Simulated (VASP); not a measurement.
# Ir: single point with r2SCAN

Ir:

```xyz
2
Lattice="2.7650 0.0000 0.0000 -1.3825 2.3946 0.0000 0.0000 0.0000 4.4859" Properties=species:S:1:pos:R:3 pbc="T T T"
Ir    0.0000    1.5964    1.1215
Ir    1.3825    0.7982    3.3644
```

This isn't the form of Ir at room conditions, which is fcc.

* Program: VASP 6.6.1
* Task: single point
* Functional: r2SCAN
* Potentials or basis: VASP PAW PBE potentials, release 64 (Ir_sv_GW)
* Cutoff: 620 eV
* k mesh: 15 × 15 × 8
* Occupations: fermi-dirac, width 0.1 eV
* Spin: no spin polarisation
* Dipole correction: no
* Further INCAR settings: ALGO = Normal; EDIFF = 1e-06; NBANDS = 24

```yaml
Pressure: -14.2 GPa
Band_gap_on_the_k_mesh: zero (bands 17 and 18 overlap by 3.12 eV)
```

Stress tensor (GPa, compression positive):
```
-14.02   0.00   0.00
  0.00 -14.02   0.00
  0.00   0.00 -14.55
```

Levels at points of the mesh, in eV from the Fermi level:
| k point | band 13 | band 14 | band 15 | band 16 | band 17 | band 18 | band 19 | band 20 | band 21 | band 22 |
| --- | --- | --- | --- | --- | --- | --- | --- | --- | --- | --- |
| (0.00, 0.00, 0.00) | -3.71 | -3.09 | -3.09 | -2.32 | -2.32 | -0.66 | 0.26 | 0.26 | 7.03 | 14.56 |
| (0.00, 0.00, 0.50) | -3.83 | -3.83 | -3.83 | -3.83 | -0.47 | -0.47 | -0.47 | -0.47 | 13.87 | 13.87 |

It took 5.7 min on 1 thread of Intel(R) Xeon(R) Platinum 8488C (Sapphire Rapids), with other jobs on the host, peak memory 0.25 GiB.

Caveat: the cell stands under tension; the PAW data sets were made with another functional, which shifts forces and pressure a little; spin-orbit coupling is left out, which moves the levels of the heavy elements.
